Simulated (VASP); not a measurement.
# Ta8H in VASP: further runs

The runs below take Ta8H through single point, with PBE+D3(BJ).

All numbers are computed with VASP 6.6.1; they aren't measurements. Logs are shortened: lines on timing, memory, paths and dates and some standing lists are left out, and cuts for length are marked.

### Step 1. The cell of the first run

The cell holds a slab with vacuum, 9 atoms: a = 4.646 Å, b = 4.646 Å, c = 25.638 Å, α = 90.00°, β = 90.00°, γ = 120.00°.

### Step 2. Single point, PBE+D3(BJ)

Input file INCAR:

```
SYSTEM = Ta8H
PREC     = Accurate       ! precision mode
ENCUT    = 520            ! plane-wave cutoff, eV
EDIFF    = 1E-6           ! SCF threshold, eV
ISMEAR   = 0              ! smearing method
SIGMA    = 0.1            ! smearing width, eV
LREAL    = .False.        ! projectors in reciprocal space
LASPH    = .True.         ! aspherical terms in the spheres
NELM     = 60             ! most SCF steps
ALGO     = Normal         ! electronic algorithm
ISIF     = 2              ! what is computed and relaxed
LWAVE    = .False.        ! write WAVECAR
LCHARG   = .False.        ! write CHGCAR
LDIPOL   = .True.       
IDIPOL   = 3            
DIPOL    = 0.5 0.5 0.477
GGA      = PE             ! functional
IVDW     = 12             ! dispersion correction
NBANDS   = 54             ! bands
```

Input file KPOINTS:

```
Automatic mesh
0
Gamma
  6 6 1
  0 0 0
```

Input file POSCAR:

```
Ta8H
1.0
    4.6456161668      0.0000000000      0.0000000000
   -2.3228080834      4.0232216167      0.0000000000
    0.0000000000      0.0000000000     25.6379770039
Ta H
8 1
Direct
    0.6666666667      0.3333333333      0.3315394190
    0.3333333333      0.6666666667      0.3685268315
    0.0000000000      0.0000000000      0.4055142438
    0.6666666667      0.3333333333      0.4425016562
    0.3333333333      0.6666666667      0.4762660038
    0.0000000000      0.0000000000      0.5198566660
    0.6666666667      0.3333333333      0.5522688407
    0.3333333333      0.6666666667      0.5789370640
    0.3333333333      1.0000000000      0.6141520541
```

Potentials or basis: VASP PAW PBE potentials, release 64 (Ta_pv, H).

On the command line:

```bash
cat potpaw_PBE.64/Ta_pv/POTCAR potpaw_PBE.64/H/POTCAR > POTCAR
mpirun -np 1 vasp_std > vasp.out
```

OUTCAR:

```text
SYSTEM = Ta8H
   PREC = Accurate
   ENCUT = 520
   EDIFF = 1E-6
   ISMEAR = 0
   LREAL = .False.
   LASPH = .True.
   NELM = 60
   ISIF = 2
   GGA = PE
   IVDW = 12
 IVDW          = 12

 ion  position               nearest neighbor table
   1  0.667  0.333  0.332-   4 2.84   2 2.84   2 2.84   2 2.84   3 3.28   3 3.28   3 3.28
   2  0.333  0.667  0.369-   5 2.76   3 2.84   3 2.84   3 2.84   1 2.84   1 2.84   1 2.84   4 3.28
                             4 3.28   4 3.28
   3  0.000  0.000  0.406-   2 2.84   2 2.84   2 2.84   4 2.84   4 2.84   4 2.84   6 2.93   5 3.24
                             5 3.24   5 3.24   1 3.28   1 3.28   1 3.28
   4  0.667  0.333  0.443-   7 2.81   5 2.82   5 2.82   5 2.82   1 2.84   3 2.84   3 2.84   3 2.84
                             2 3.28   2 3.28   2 3.28   6 3.34   6 3.34   6 3.34
   5  0.333  0.667  0.476-   8 2.63   2 2.76   4 2.82   4 2.82   4 2.82   6 2.91   6 2.91   6 2.91
                             3 3.24   3 3.24   3 3.24   7 3.32   7 3.32   7 3.32
   6  0.000  0.000  0.520-   7 2.81   7 2.81   7 2.81   5 2.91   5 2.91   5 2.91   3 2.93   8 3.08
                             8 3.08   8 3.08   4 3.34   4 3.34   4 3.34
   7  0.667  0.333  0.552-   9 2.22   8 2.77   8 2.77   8 2.77   6 2.81   6 2.81   6 2.81   4 2.81
                             5 3.32   5 3.32   5 3.32
   8  0.333  0.667  0.579-   9 1.79   5 2.63   7 2.77   7 2.77   7 2.77   6 3.08   6 3.08   6 3.08

   9  0.333  0.000  0.614-   8 1.79   7 2.22

  LATTYP: Found a hexagonal cell.
 ALAT       =     4.6456161668
 C/A-ratio  =     5.5187462940

  Lattice vectors:

 A1 = (   4.6456161668,   0.0000000000,   0.0000000000)
 A2 = (  -2.3228080834,   4.0232216167,   0.0000000000)
 A3 = (   0.0000000000,   0.0000000000,  25.6379770039)

Analysis of symmetry for initial positions (statically):
=====================================================================
 Subroutine PRICEL returns:
 Original cell was already a primitive cell.

 Routine SETGRP: Setting up the symmetry group for a
 hexagonal supercell.

 Subroutine GETGRP returns: Found  1 space group operations
 (whereof  1 operations were pure point group operations)
 out of a pool of 24 trial point group operations.

The static configuration has the point symmetry C_1 .

Analysis of symmetry for dynamics (positions and initial velocities):
=====================================================================
 Subroutine PRICEL returns:
 Original cell was already a primitive cell.

 Routine SETGRP: Setting up the symmetry group for a
 hexagonal supercell.

 Subroutine GETGRP returns: Found  1 space group operations
 (whereof  1 operations were pure point group operations)
 out of a pool of 24 trial point group operations.

The dynamic configuration has the point symmetry C_1 .

 Subroutine INISYM returns: Found  1 space group operations
 (whereof  1 operations are pure point group operations),
 and found     1 'primitive' translations

----------------------------------------------------------------------------------------

                                     Primitive cell

  volume of cell :     479.1826

  direct lattice vectors                    reciprocal lattice vectors
     4.645616167  0.000000000  0.000000000     0.215256699  0.124278513  0.000000000
    -2.322808083  4.023221617  0.000000000     0.000000000  0.248557026  0.000000000
     0.000000000  0.000000000 25.637977004     0.000000000  0.000000000  0.039004638

  length of vectors
     4.645616167  4.645616167 25.637977004     0.248557026  0.248557026  0.039004638

  position of ions in fractional coordinates (direct lattice)
     0.666666667  0.333333333  0.331539419
     0.333333333  0.666666667  0.368526831
     0.000000000  0.000000000  0.405514244
     0.666666667  0.333333333  0.442501656
     0.333333333  0.666666667  0.476266004
     0.000000000  0.000000000  0.519856666
     0.666666667  0.333333333  0.552268841
     0.333333333  0.666666667  0.578937064
     0.333333333  0.000000000  0.614152054

  ion indices of the primitive-cell ions
   primitive index   ion index
                 1           1
                 2           2
                 3           3
                 4           4
                 5           5
                 6           6
                 7           7
                 8           8
                 9           9

----------------------------------------------------------------------------------------

 KPOINTS: Automatic mesh

Automatic generation of k-mesh.
 Grid dimensions read from file:
 generate k-points for:    6    6    1

 Generating k-lattice:

  Cartesian coordinates                     Fractional coordinates (reciprocal lattice)
     0.035876116  0.020713086  0.000000000     0.166666667  0.000000000  0.000000000
     0.000000000  0.041426171  0.000000000     0.000000000  0.166666667  0.000000000
     0.000000000  0.000000000  0.039004638     0.000000000  0.000000000  1.000000000

  Length of vectors
     0.041426171  0.041426171  0.039004638

  Shift w.r.t. Gamma in fractional coordinates (k-lattice)
     0.000000000  0.000000000  0.000000000

 Subroutine IBZKPT returns following result:
 ===========================================

 Found     20 irreducible k-points:

 Following reciprocal coordinates:
            Coordinates               Weight
  0.000000  0.000000  0.000000      1.000000
  0.166667 -0.000000  0.000000      2.000000
  0.000000  0.166667  0.000000      2.000000
 -0.166667  0.166667  0.000000      2.000000
  0.333333 -0.000000  0.000000      2.000000
  0.000000  0.333333  0.000000      2.000000
[... 12 lines left out ...]
  0.500000 -0.166667  0.000000      2.000000
  0.333333  0.333333  0.000000      2.000000
   k-points           NKPTS =     20   k-points in BZ     NKDIM =     20   number of bands    NBANDS=     54
   number of dos      NEDOS =    301   number of ions     NIONS =      9
   total plane-waves  NPLWV = 248832
   dimension x,y,z NGX =    36 NGY =   36 NGZ =  192
   dimension x,y,z NGXF=    72 NGYF=   72 NGZF=  384
   ions per type =               8   1
   NGX,Y,Z   is equivalent  to a cutoff of  12.88, 12.88, 12.45 a.u.
   NGXF,Y,Z  is equivalent  to a cutoff of  25.77, 25.77, 24.90 a.u.
 SYSTEM =  Ta8H
   PREC   = accura    normal or accurate (medium, high low for compatibility)
   ISTART =      0    job   : 0-new  1-cont  2-samecut
   ICHARG =      2    charge: 1-file 2-atom 10-const
   ISPIN  =      1    spin polarized calculation?
   LNONCOLLINEAR =      F non collinear calculations
   LSORBIT =      F    spin-orbit coupling
   LASPH  =      T    aspherical Exc in radial PAW
   ENCUT  =  520.0 eV  38.22 Ry    6.18 a.u.   8.64  8.64 47.67*2*pi/ulx,y,z
   NELM   =     60;   NELMIN=  2; NELMDL= -5     # of ELM steps
   EDIFF  = 0.1E-05   stopping-criterion for ELM
   LREAL  =      F    real-space projection
   EDIFFG = 0.1E-04   stopping-criterion for IOM
   NSW    =      0    number of steps for IOM
   IBRION =     -1    ionic relax: 0-MD 1-quasi-New 2-CG
   NFREE  =      0    steps in history (QN), initial steepest desc. (CG)
   ISIF   =      2    stress and relaxation
   ISYM   =      2    0-nonsym 1-usesym 2-fastsym
   POTIM  = 0.5000    time-step for ionic-motion
   TEBEG  =    0.0;   TEEND  =   0.0 temperature during run
   PSTRESS=    0.0 pullay stress
   NELECT =      89.0000    total number of electrons
   NUPDOWN=      -1.0000    fix difference up-down
   EMIN   =  10.00;   EMAX   =-10.00  energy-range for DOS
   EFERMI =   0.00;   METHOD = LEGACY
   ISMEAR =     0;   SIGMA  =   0.10  broadening in eV -4-tet -1-fermi 0-gaus
   EFERMI_NEDOS =   21; number of points for ismear=-14 and -15
   IALGO  =     38    algorithm
   IMIX   =      4    mixing-type and parameters
     AMIX     =   0.40;   BMIX     =  1.00
     AMIX_MAG =   1.60;   BMIX_MAG =  1.00
  volume/ion in A,a.u.               =      53.24       359.30
  Fermi-wavevector in a.u.,A,eV,Ry     =   0.934052  1.765103 11.870451  0.872454
  Thomas-Fermi vector in A             =   2.060817
   LORBIT       =      0    0 simple, 1 ext, 2 COOP (PROOUT), +10 PAW based schemes
   GGA     = PE    functional components
   LHFCALC =     F    Hartree Fock is set to
   AEXX    =    0.0000 exact exchange contribution
   IVDW    =    12    specifies the selected vdW correction
   LEPSILON=     F    determine dielectric tensor
   LRPA    =     F    only Hartree local field effects (RPA)
 non-spin polarized calculation
 Gauss-broadening in eV      SIGMA  =   0.10
  energy-cutoff  :      520.00
  volume of cell :      479.18
 maximum number of plane-waves:     12937
 NGX is ok and might be reduce to    36
   NGX = 17   NGY = 17   NGZ = 95

 dipolmoment           0.000000      0.000000     -0.003802 electrons x Angstroem

 number of electron      89.0000007 magnetization

 dipolmoment           0.000000      0.000000      0.077720 electrons x Angstroem

 Free energy of the ion-electron system (eV)
  ---------------------------------------------------
  ext. energy  EPLUGINS =         0.00000000
  ---------------------------------------------------
  free energy    TOTEN  =       -91.34614712 eV

  energy without entropy =      -91.28826348  energy(sigma->0) =      -91.31720530

 E-fermi :  -0.8186     XC(G=0):  -4.6995

 val. band max:       -0.8287229214   @ k =  -0.3333   0.3333   0.0000
 cond. band min:      -0.8150678681   @ k =   0.3333   0.3333   0.0000
 fundamental gap:      0.0136550532
 Fermi energy:        -0.8186127714

 k-point     1 :       0.0000    0.0000    0.0000
  band No.  band energies     occupation
      1     -35.4512      2.00000
      2     -35.2339      2.00000
      3     -35.2260      2.00000
      4     -35.2101      2.00000
      5     -35.0428      2.00000
      6     -35.0320      2.00000
[... 46 lines left out ...]
     53       1.5634      0.00000
     54       1.7615      0.00000

 k-point     2 :       0.1667   -0.0000    0.0000
  band No.  band energies     occupation
      1     -35.4595      2.00000
      2     -35.2564      2.00000
      3     -35.2446      2.00000
      4     -35.2261      2.00000
      5     -35.1400      2.00000
      6     -35.0839      2.00000
[... 46 lines left out ...]
     53       1.4396      0.00000
     54       1.5277      0.00000

 k-point     3 :       0.0000    0.1667    0.0000
  band No.  band energies     occupation
      1     -35.4595      2.00000
      2     -35.2497      2.00000
      3     -35.2470      2.00000
      4     -35.2268      2.00000
      5     -35.1392      2.00000
      6     -35.0950      2.00000
[... 46 lines left out ...]
     53       1.4425      0.00000
     54       1.5017      0.00000
[... 856 lines left out ...]
 k-point    19 :       0.5000   -0.1667    0.0000
  band No.  band energies     occupation
      1     -35.4900      2.00000
      2     -35.3303      2.00000
      3     -35.3008      2.00000
      4     -35.2171      2.00000
      5     -35.2033      2.00000
      6     -35.0935      2.00000
[... 46 lines left out ...]
     53       1.1233      0.00000
     54       1.1852      0.00000

 k-point    20 :       0.3333    0.3333    0.0000
  band No.  band energies     occupation
      1     -35.4958      2.00000
      2     -35.3375      2.00000
      3     -35.2924      2.00000
      4     -35.1976      2.00000
      5     -35.1845      2.00000
      6     -35.0388      2.00000
[... 46 lines left out ...]
     53       0.8078      0.00000
     54       1.0184      0.00000

------------------------ aborting loop because EDIFF is reached ----------------------------------------

 vacuum level on the upper side and lower side of the slab       (xc-potential included)         0.259        -0.440

 Edisp (eV)   -3.61789

 E8    (eV) :    -1.9546

  FORCE on cell =-STRESS in cart. coord.  units (eV):
  Direction    XX          YY          ZZ          XY          YZ          ZX
  --------------------------------------------------------------------------------------
  -------------------------------------------------------------------------------------
  Total      -4.99055    -3.55189    -2.80000    -1.66288     1.90488    -0.22234
  in kB     -16.68623   -11.87598    -9.36198    -5.55995     6.36909    -0.74341
  external pressure =      -12.64 kB  Pullay stress =        0.00 kB

 VOLUME and BASIS-vectors are now :
 -----------------------------------------------------------------------------
  energy-cutoff  :      520.00
  volume of cell :      479.18
      direct lattice vectors                 reciprocal lattice vectors
     4.645616167  0.000000000  0.000000000     0.215256699  0.124278513  0.000000000
    -2.322808083  4.023221617  0.000000000     0.000000000  0.248557026  0.000000000
     0.000000000  0.000000000 25.637977004     0.000000000  0.000000000  0.039004638

 POSITION                                       TOTAL-FORCE (eV/Angst)
 -----------------------------------------------------------------------------------
      2.32281      1.34107      8.50000         0.015628      0.009873      1.768183
     -0.00000      2.68215      9.44828         0.050742     -0.019689     -0.115895
      0.00000      0.00000     10.39656        -0.007092      0.090237     -1.127127
      2.32281      1.34107     11.34485         0.060342     -0.018129     -0.755248
     -0.00000      2.68215     12.21050        -0.052996      0.100206     -0.119879
      0.00000      0.00000     13.32807        -0.145835     -0.140152     -0.345162
      2.32281      1.34107     14.15906        -0.018816     -0.964614      0.892397
     -0.00000      2.68215     14.84278         0.145712     -0.820097     -0.183860
      1.54854      0.00000     15.74562        -0.047685      1.762365     -0.013408
 -----------------------------------------------------------------------------------
    total drift:                               -0.000007     -0.000013      0.000008

  FREE ENERGIE OF THE ION-ELECTRON SYSTEM (eV)
  ---------------------------------------------------
  free  energy   TOTEN  =       -94.9640347248 eV

  energy  without entropy=      -94.9061510836  energy(sigma->0) =      -94.93509290

 vacuum level on the upper side and lower side of the slab         3.215         2.528
```

Wall time 49 min (1 thread of AMD EPYC 7R13, shared host); peak memory 0.72 GiB.

What came out:

| Item | Value |
| --- | --- |
| Free energy | -94.9640 eV |
| Largest force | 1.768 eV/Å |
| Band gap on the k mesh | zero (an odd number of electrons rules out a gap without spin polarisation) |
| Dispersion energy per atom | -0.402 eV |

Forces in eV/Å, atoms in the order of the input:
```
Ta   0.016  0.010  1.768
Ta   0.051 -0.020 -0.116
Ta  -0.007  0.090 -1.127
Ta   0.060 -0.018 -0.755
Ta  -0.053  0.100 -0.120
Ta  -0.146 -0.140 -0.345
Ta  -0.019 -0.965  0.892
Ta   0.146 -0.820 -0.184
H   -0.048  1.762 -0.013
```

Caveat: spin-orbit coupling is left out, which moves the levels of the heavy elements.

### Step 3. Single point, PBE+D3(BJ)

Input file INCAR:

```
SYSTEM = Ta8H
PREC = Accurate ; ENCUT = 520
EDIFF = 1E-7 ; ISMEAR = 0
SIGMA = 0.1 ; LREAL = .False.
LASPH = .True. ; NELM = 100
ALGO = Normal ; ISIF = 2
LWAVE = .False. ; LCHARG = .False.
LDIPOL = .True. ; IDIPOL = 3
DIPOL = 0.5 0.5 0.477 ; GGA = PE
IVDW = 12 ; NBANDS = 54
```

Input file KPOINTS:

```
regular mesh
0
Gamma
  6 6 1
  0 0 0
```

POSCAR, as its differences from that of step 2:

```diff
@@ -16,2 +16,2 @@
     0.3333333333      0.6666666667      0.5789370640
-    0.3333333333      1.0000000000      0.6141520541
+    0.5000000000      1.1666666667      0.6186926309
```

Potentials or basis: VASP PAW PBE potentials, release 64 (Ta_pv, H).

On the command line:

```bash
cat potpaw_PBE.64/Ta_pv/POTCAR potpaw_PBE.64/H/POTCAR > POTCAR
mpirun -np 1 vasp_std > vasp.out
```

Run time: 49 min. Hardware: 1 thread of AMD EPYC 7R13, shared host; peak memory 0.78 GiB.

Results (log left out):

```yaml
Free_energy: -95.2935 eV
Largest_force: 1.844 eV/Å
Band_gap_on_the_k_mesh: zero (an odd number of electrons rules out a gap without spin polarisation)
Dispersion_energy_per_atom: -0.402 eV
```

Forces in eV/Å, atoms in the order of the input:
```
Ta   0.011  0.030  1.844
Ta   0.005 -0.029 -0.210
Ta   0.006  0.067 -1.128
Ta   0.030 -0.020 -1.041
Ta   0.033  0.036  0.161
Ta   0.003  0.030 -0.379
Ta  -0.091 -0.312  0.125
Ta  -0.101  0.677  0.612
H    0.103 -0.479  0.016
```

Levels at points of the mesh, in eV from the Fermi level:
```tsv
k point	band 42	band 43	band 44	band 45	band 46	band 47	band 48	band 49
(0.00, 0.00, 0.00)	-0.60	-0.58	-0.20	-0.19	0.06	0.32	0.39	0.68
(0.50, 0.00, 0.00)	-0.70	-0.61	-0.46	-0.30	0.36	0.54	0.79	1.02
(0.00, 0.50, 0.00)	-0.71	-0.58	-0.54	-0.30	0.28	0.51	0.79	1.03
(0.50, 0.50, 0.00)	-0.70	-0.60	-0.47	-0.30	0.36	0.46	0.79	1.08
```

Caveat: spin-orbit coupling is left out, which moves the levels of the heavy elements.
